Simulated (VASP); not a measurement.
# NbSi (Pm-3m) in VASP: further runs

The runs below take NbSi through single point, with PBE-based global hybrid with 10 % exact exchange, PBE-based global hybrid with 15 % exact exchange, PBE-based global hybrid with 25 % exact exchange, PBE-based global hybrid with 35 % exact exchange.

Everything below comes from runs of VASP 6.6.1. Logs are shortened: lines on timing, memory, paths and dates and some standing lists are left out, and cuts for length are marked.

## Step 1: The cell of the first run

It takes space group Pm-3m (No. 221, cubic). The conventional cell has a = 3.156 Å, b = 3.156 Å, c = 3.156 Å, α = 90.00°, β = 90.00°, γ = 90.00°. Within 3.6 Å of Nb (site symmetry m-3m) lie 8 Si at 2.73 Å and 6 Nb at 3.16 Å. Within 3.6 Å of Si (site symmetry m-3m) lie 8 Nb at 2.73 Å and 6 Si at 3.16 Å.

## Step 2: Single point, PBE-based global hybrid with 10 % exact exchange

Input file POSCAR:

```
NbSi
1.0
    3.1564400000      0.0000000000      0.0000000000
    0.0000000000      3.1564400000      0.0000000000
    0.0000000000      0.0000000000      3.1564400000
Nb Si
1 1
Direct
    0.0000000000      0.0000000000      0.0000000000
    0.5000000000      0.5000000000      0.5000000000
```

Input file INCAR.step1:

```
PREC = Accurate ; ENCUT = 400
EDIFF = 1E-5 ; ISMEAR = -1
SIGMA = 0.05 ; LREAL = False
LASPH = True ; NELM = 120
ALGO = Normal ; ISIF = 2
LWAVE = True ; LCHARG = False
NBANDS = 16 ; GGA = PE
GGA_COMPAT = False
```

Input file INCAR.step2:

```
PREC = Accurate ; ENCUT = 400
EDIFF = 1E-6 ; ISMEAR = -1
SIGMA = 0.05 ; LREAL = False
LASPH = True ; NELM = 120
ALGO = Normal ; ISIF = 2
LWAVE = False ; LCHARG = False
GGA = PE ; LHFCALC = True
AEXX = 0.1 ; PRECFOCK = Normal
NBANDS = 16 ; ISTART = 1
GGA_COMPAT = False
```

Input file KPOINTS:

```
regular mesh
0
Gamma
  5 5 5
```

Potentials or basis: VASP PAW PBE potentials, release 64 (Nb_sv, Si).

On the command line:

```sh
> cat potpaw_PBE.64/Nb_sv/POTCAR potpaw_PBE.64/Si/POTCAR > POTCAR
> cp INCAR.step1 INCAR
> mpirun -np 1 vasp_std > vasp.out
> cp INCAR.step2 INCAR
> mpirun -np 1 vasp_std > vasp.out
```

OUTCAR:

```text
PREC = Accurate
   ENCUT = 400
   EDIFF = 1E-6
   ISMEAR = -1
   LREAL = False
   LASPH = True
   NELM = 120
   ISIF = 2
   GGA = PE
   LHFCALC = True
   AEXX = 0.1
   PRECFOCK = Normal
   ISTART = 1

 ion  position               nearest neighbor table
   1  0.000  0.000  0.000-   2 2.73   2 2.73   2 2.73   2 2.73   2 2.73   2 2.73   2 2.73   2 2.73

   2  0.500  0.500  0.500-   1 2.73   1 2.73   1 2.73   1 2.73   1 2.73   1 2.73   1 2.73   1 2.73

  LATTYP: Found a simple cubic cell.
 ALAT       =     3.1564400000

  Lattice vectors:

 A1 = (   3.1564400000,   0.0000000000,   0.0000000000)
 A2 = (   0.0000000000,   3.1564400000,   0.0000000000)
 A3 = (   0.0000000000,   0.0000000000,   3.1564400000)

Analysis of symmetry for initial positions (statically):
=====================================================================
 Subroutine PRICEL returns:
 Original cell was already a primitive cell.

 Routine SETGRP: Setting up the symmetry group for a
 simple cubic supercell.

 Subroutine GETGRP returns: Found 48 space group operations
 (whereof 48 operations were pure point group operations)
 out of a pool of 48 trial point group operations.

The static configuration has the point symmetry O_h .

Analysis of symmetry for dynamics (positions and initial velocities):
=====================================================================
 Subroutine PRICEL returns:
 Original cell was already a primitive cell.

 Routine SETGRP: Setting up the symmetry group for a
 simple cubic supercell.

 Subroutine GETGRP returns: Found 48 space group operations
 (whereof 48 operations were pure point group operations)
 out of a pool of 48 trial point group operations.

The dynamic configuration has the point symmetry O_h .

 Subroutine INISYM returns: Found 48 space group operations
 (whereof 48 operations are pure point group operations),
 and found     1 'primitive' translations

----------------------------------------------------------------------------------------

                                     Primitive cell
[... 75 lines left out ...]
   NELM   =    120;   NELMIN=  2; NELMDL=  0     # of ELM steps
   EDIFF  = 0.1E-05   stopping-criterion for ELM
   LREAL  =      F    real-space projection
   EDIFFG = 0.1E-04   stopping-criterion for IOM
   NSW    =      0    number of steps for IOM
   IBRION =     -1    ionic relax: 0-MD 1-quasi-New 2-CG
   NFREE  =      0    steps in history (QN), initial steepest desc. (CG)
   ISIF   =      2    stress and relaxation
   ISYM   =      3    0-nonsym 1-usesym 2-fastsym
   POTIM  = 0.5000    time-step for ionic-motion
   TEBEG  =    0.0;   TEEND  =   0.0 temperature during run
   PSTRESS=    0.0 pullay stress
   NELECT =      17.0000    total number of electrons
   NUPDOWN=      -1.0000    fix difference up-down
   EMIN   =  10.00;   EMAX   =-10.00  energy-range for DOS
   EFERMI =   0.00;   METHOD = LEGACY
   ISMEAR =    -1;   SIGMA  =   0.05  broadening in eV -4-tet -1-fermi 0-gaus
   EFERMI_NEDOS =   21; number of points for ismear=-14 and -15
   IALGO  =     38    algorithm
   IMIX   =      1    mixing-type and parameters
     AMIX     =   0.40;   BMIX     =  1.00
     AMIX_MAG =   1.60;   BMIX_MAG =  1.00
  volume/ion in A,a.u.               =      15.72       106.11
  Fermi-wavevector in a.u.,A,eV,Ry     =   1.333604  2.520146 24.197961  1.778500
  Thomas-Fermi vector in A             =   2.462450
   LORBIT       =      0    0 simple, 1 ext, 2 COOP (PROOUT), +10 PAW based schemes
   GGA     = PE    functional components
   LHFCALC =     T    Hartree Fock is set to
   PRECFOCK=normal    Normal, Fast or Accurate (Low or Medium for compatibility)
   ENCUT4O =  -1.0   cutoff for four orbital integrals eV
   NKREDX  =     1    reduce k-point grid by
   NKREDY  =     1    reduce k-point grid by
   NKREDZ  =     1    reduce k-point grid by
   AEXX    =    0.1000 exact exchange contribution
   HFSCREEN=    0.0000 screening length (either q_TF or 0.3 A-1)
   HFSCREENC=   0.0000 screening length for correlation (either q_TF or 0.3 A-1)
   ENCUTFOCK=  -1.0 apply spherical cutoff to Coloumb kernel
   IVDW    =     0    specifies the selected vdW correction
   LEPSILON=     F    determine dielectric tensor
   LRPA    =     F    only Hartree local field effects (RPA)
 non-spin polarized calculation
  energy-cutoff  :      400.00
  volume of cell :       31.45
 maximum number of plane-waves:       588
 NGX is ok and might be reduce to    24
  NGX = 16; NGY = 16; NGZ = 16

 number of electron      17.0000003 magnetization

 Free energy of the ion-electron system (eV)
  ---------------------------------------------------
  ext. energy  EPLUGINS =         0.00000000
  ---------------------------------------------------
  free energy    TOTEN  =       -17.68678278 eV

  energy without entropy =      -17.67938302  energy(sigma->0) =      -17.68308290

 E-fermi :  11.3122     XC(G=0): -11.0374

 val. band max:       11.1985879521   @ k =   0.2000   0.2000   0.2000
 cond. band min:      11.4643744153   @ k =   0.2000   0.2000   0.0000
 fundamental gap:      0.2657864633
 Fermi energy:        11.3121607289

 k-point     1 :       0.0000    0.0000    0.0000
  band No.  band energies     occupation
      1     -45.1842      2.00000
      2     -20.5292      2.00000
      3     -20.5292      2.00000
      4     -20.5292      2.00000
      5      -0.7467      2.00000
      6       8.1276      2.00000
[... 167 lines left out ...]
      3     -20.8255      2.00000
      4     -20.8255      2.00000
      5       4.0674      2.00000
      6       5.9873      2.00000
[... 8 lines left out ...]
     15      20.4555      0.00000
     16      20.4636      0.00000

------------------------ aborting loop because EDIFF is reached ----------------------------------------

  FORCE on cell =-STRESS in cart. coord.  units (eV):
  Direction    XX          YY          ZZ          XY          YZ          ZX
  --------------------------------------------------------------------------------------
  -------------------------------------------------------------------------------------
  Total       -0.6417051     -0.6417051     -0.6417051     -0.0000000      0.0000000     -0.0000000
  in kB      -32.6929013    -32.6929013    -32.6929013     -0.0000000      0.0000000     -0.0000000
  external PRESSURE =     -32.6929013 kB  Pullay stress =       0.0000000 kB

 VOLUME and BASIS-vectors are now :
 -----------------------------------------------------------------------------
  energy-cutoff  :      400.00
  volume of cell :       31.45
      direct lattice vectors                 reciprocal lattice vectors
     3.156440000  0.000000000  0.000000000     0.316812612  0.000000000  0.000000000
     0.000000000  3.156440000  0.000000000     0.000000000  0.316812612  0.000000000
     0.000000000  0.000000000  3.156440000     0.000000000  0.000000000  0.316812612

 POSITION                                       TOTAL-FORCE (eV/Angst)
 -----------------------------------------------------------------------------------
      0.00000      0.00000      0.00000         0.000000      0.000000      0.000000
      1.57822      1.57822      1.57822         0.000000      0.000000      0.000000
 -----------------------------------------------------------------------------------
    total drift:                                0.000000      0.000000      0.000000

  FREE ENERGIE OF THE ION-ELECTRON SYSTEM (eV)
  ---------------------------------------------------
  free  energy   TOTEN  =       -17.6867827820 eV

  energy  without entropy=      -17.6793830154  energy(sigma->0) =      -17.68308290
```

OUTCAR.step1:

```text
PREC = Accurate
   ENCUT = 400
   EDIFF = 1E-5
   ISMEAR = -1
   LREAL = False
[... 396 lines left out ...]
      0.00000      0.00000      0.00000         0.000000      0.000000      0.000000
      1.57822      1.57822      1.57822         0.000000      0.000000      0.000000
 -----------------------------------------------------------------------------------
    total drift:                                0.000000      0.000000      0.000000

  FREE ENERGIE OF THE ION-ELECTRON SYSTEM (eV)
  ---------------------------------------------------
  free  energy   TOTEN  =       -16.0753435181 eV

  energy  without entropy=      -16.0532887662  energy(sigma->0) =      -16.06431614
```

Wall time 6.1 min (1 thread of Intel Xeon Platinum 8259CL at 2.50GHz (Skylake/Cascade Lake), shared host); peak memory 0.14 GiB.

What came out:

```
Free energy            : -17.6868 eV
Pressure               : -3.3 GPa
Band gap on the k mesh : zero (an odd number of electrons rules out a gap without spin polarisation)
```

Caveat: the k points lie up to 0.40 Å⁻¹ apart, too coarse for converged energies and pressures of a metal; the PAW data sets were made with another functional, which shifts forces and pressure a little.

## Step 3: Single point, PBE-based global hybrid with 15 % exact exchange

POSCAR is that of step 2.

Input file INCAR.step1:

```
PREC     = Accurate       # precision mode
ENCUT    = 400            # plane-wave cutoff, eV
EDIFF    = 1E-5           # SCF threshold, eV
ISMEAR   = -1             # smearing method
SIGMA    = 0.05           # smearing width, eV
LREAL    = False          # projectors in reciprocal space
LASPH    = True           # aspherical terms in the spheres
NELM     = 120            # most SCF steps
ALGO     = Normal         # electronic algorithm
ISIF     = 2              # what is computed and relaxed
LWAVE    = True           # write WAVECAR
NBANDS   = 16             # bands
GGA      = PE             # functional
GGA_COMPAT= False
```

Input file INCAR.step2:

```
PREC     = Accurate       # precision mode
ENCUT    = 400            # plane-wave cutoff, eV
EDIFF    = 1E-6           # SCF threshold, eV
ISMEAR   = -1             # smearing method
SIGMA    = 0.05           # smearing width, eV
LREAL    = False          # projectors in reciprocal space
LASPH    = True           # aspherical terms in the spheres
NELM     = 120            # most SCF steps
ALGO     = Normal         # electronic algorithm
ISIF     = 2              # what is computed and relaxed
LWAVE    = False          # write WAVECAR
LCHARG   = True           # write CHGCAR
GGA      = PE             # functional
LHFCALC  = True           # exact exchange
AEXX     = 0.15           # exact-exchange fraction
PRECFOCK = Normal       
LELF     = True           # ELF
LVHAR    = True         
NBANDS   = 16             # bands
ISTART   = 1            
GGA_COMPAT= False
```

Input file KPOINTS:

```
Automatic mesh
0
Gamma
  5 5 5
```

Potentials or basis: VASP PAW PBE potentials, release 64 (Nb_sv, Si).

On the command line:

```sh
> cat potpaw_PBE.64/Nb_sv/POTCAR potpaw_PBE.64/Si/POTCAR > POTCAR
> cp INCAR.step1 INCAR
> mpirun -np 1 vasp_std > vasp.out
> cp INCAR.step2 INCAR
> mpirun -np 1 vasp_std > vasp.out
```

It took 6.4 min on 1 thread of Intel Xeon Platinum 8259CL at 2.50GHz (Skylake/Cascade Lake), shared host; peak memory 0.14 GiB.

It converged, with:

```yaml
Free_energy: -18.5067 eV
Pressure: -4.2 GPa
Band_gap_on_the_k_mesh: zero (an odd number of electrons rules out a gap without spin polarisation)
```

Levels at points of the mesh, in eV from the Fermi level:
```tsv
k point	band 5	band 6	band 7	band 8	band 9	band 10	band 11	band 12
(0.00, 0.00, 0.00)	-12.44	-3.37	-3.37	2.66	2.66	2.66	2.71	2.71
```

Caveat: the k points lie up to 0.40 Å⁻¹ apart, too coarse for converged energies and pressures of a metal; the PAW data sets were made with another functional, which shifts forces and pressure a little.

(Continued in part 2 of 2.)
